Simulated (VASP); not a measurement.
Crystal: B.

```
B
1.0
     3.76331    0.00000    0.00000
     0.00000    3.76331    0.00000
     0.00000    0.00000    3.49492
B
5
Direct
  0.00000 0.26963 0.61937
  0.26963 0.00000 0.38063
  0.73037 0.00000 0.38063
  0.00000 0.73037 0.61937
  0.00000 0.00000 0.00000
```

| Quantity | Value |
| --- | --- |
| Program | VASP 6.6.1 |
| Task | relaxation of cell and atoms |
| Functional | PBE |
| Potentials or basis | VASP PAW PBE potentials, release 64 (B) |
| Cutoff | 600 eV |
| k mesh | 4 × 4 × 6 |
| Occupations | gaussian, width 0.1 eV |
| Spin | no spin polarisation |

At the start: pressure 13.5 GPa; volume 9.90 Å³/atom.

Where does the relaxation end?

Over 28 steps the energy falls by 620.3 meV/atom and the volume is 9.46 Å³/atom (-4.5 %); space group P-4m2 (No. 115, to 0.05 Å).

Step by step:
```tsv
step	energy change (eV)	largest force (eV/Å)	pressure (GPa)	volume (Å³)
1	0.0000	3.2109	13.48	49.50
2	0.4153	5.4476	-1.15	55.64
3	-0.5736	0.5145	1.48	52.11
4	-0.5739	0.4673	1.63	52.05
5	-0.6159	0.3191	-0.63	52.88
6	-0.7098	0.2267	-5.67	55.13
7	-0.9686	1.1696	-12.92	59.74
8	0.5314	3.1435	-14.12	69.43
9	-0.9239	1.3850	-13.03	60.42
10	-0.9266	1.3914	-13.08	60.47
11	-0.9338	1.4077	-13.25	60.61
12	-0.9449	1.4376	-13.54	60.90
13	-0.9541	1.4990	-14.05	61.48
14	-0.9693	1.4955	-14.03	61.41
15	-1.0146	1.4830	-13.99	61.22
16	-1.1046	1.4596	-13.91	60.84
17	-1.2812	1.4097	-13.69	60.09
18	-1.6185	1.3090	-13.02	58.59
19	-2.2140	1.0167	-11.28	55.62
20	-2.9610	0.9360	-3.61	49.84
21	-2.9864	1.6229	0.49	48.19
22	-2.9902	1.3740	-0.92	48.72
23	-3.0704	0.5540	-1.43	48.24
24	-3.0852	0.4161	-1.40	47.94
25	-3.0952	0.2638	-0.96	47.69
26	-3.1011	0.0298	-0.25	47.33
27	-3.1011	0.0221	-0.23	47.32
28	-3.1013	0.0123	-0.05	47.29
```

Final structure:
```
B
1.0
     3.32124    0.00000    0.00000
     0.00000    3.32124    0.00000
     0.00000    0.00000    4.28711
B
5
Cartesian
  0.0000 0.8329 2.8166
  0.8329 0.0000 1.4705
  2.4883 0.0000 1.4705
  0.0000 2.4883 2.8166
  0.0000 0.0000 0.0000
```

Caveat: the k points lie up to 0.47 Å⁻¹ apart in the final cell.
